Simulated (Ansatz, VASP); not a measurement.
Two plane-wave programs on BaTiO3

Contents of INCAR:

```
SYSTEM = BaTiO3
  PREC = Accurate
  ENCUT = 520
  EDIFF = 1E-6
  ISMEAR = 0
  SIGMA = 0.01
  LREAL = .False.
  LASPH = .True.
  NELM = 60
  ALGO = Normal
  ISIF = 2
  LWAVE = .False.
  LCHARG = .False.
  GGA = PE
  NBANDS = 28
```

The input KPOINTS:

```
regular mesh
0
Gamma
  6 6 6
  0 0 0
```

Contents of POSCAR:

```
BaTiO3
1.0
    2.8342657106      1.6363640710      2.3326958131
   -2.8342657106      1.6363640710      2.3326958131
    0.0000000000     -3.2727281420      2.3326958131
Ba Ti O
1 1 3
Direct
   -0.0054008912     -0.0054008912     -0.0054008912
    0.4803547845      0.4803547845      0.4803547845
    0.5112004268      0.5112004268      0.0218452530
    0.0218452530      0.5112004268      0.5112004268
    0.5112004268      0.0218452530      0.5112004268
```

Input for Ansatz:

```yaml
crystal:
  lattice:
    - [2.8342657106, 1.636364071, 2.3326958131]
    - [-2.8342657106, 1.636364071, 2.3326958131]
    - [0.0, -3.272728142, 2.3326958131]
  atoms:
    - { symbol: Ba, position: [-0.0054008912, -0.0054008912, -0.0054008912] }
    - { symbol: Ti, position: [0.4803547845, 0.4803547845, 0.4803547845] }
    - { symbol: O, position: [0.5112004268, 0.5112004268, 0.021845253] }
    - { symbol: O, position: [0.021845253, 0.5112004268, 0.5112004268] }
    - { symbol: O, position: [0.5112004268, 0.021845253, 0.5112004268] }
kpoints:
  mp_grid: { grid: [6, 6, 6] }
hamiltonian:
  xc: pbe
scf:
  occupations: { method: fixed }
  n_extra_bands: 5
output:
  forces: true
  stress: true
  eigenvalues: true
```

Alike in both runs: task single point; functional PBE; k mesh 6 × 6 × 6; no spin polarisation.

|  | VASP | Ansatz |
| --- | --- | --- |
| version | VASP 6.6.1 | Ansatz 0.2.0 |
| potentials or method | VASP PAW PBE potentials, release 64 (Ba_sv, Ti_sv, O) | plane waves, PAW |
| plane-wave cutoff (eV) | 520 | 420 |
| occupations | gaussian, width 0.01 eV | fixed |
| valence electrons in the cell | 40 | 40 |

Ansatz gave:

| Property | Result |
| --- | --- |
| gap on the k mesh at the Fermi level (eV) | 2.72 |
| pressure (GPa) | 5.0 |
| traceless stress, the component that is largest in VASP (GPa) | -0.35 |
| rms of the force components (eV/Å) | 0.159 |

Q: What did VASP give for the same quantities?

A: gap on the k mesh at the Fermi level (eV): 2.67; pressure (GPa): 6.8; traceless stress, the component that is largest in VASP (GPa): -0.42; rms of the force components (eV/Å): 0.194.

Atom by atom the forces differ by 0.038 eV/Å (rms over components).

Neither program's run includes spin-orbit coupling.
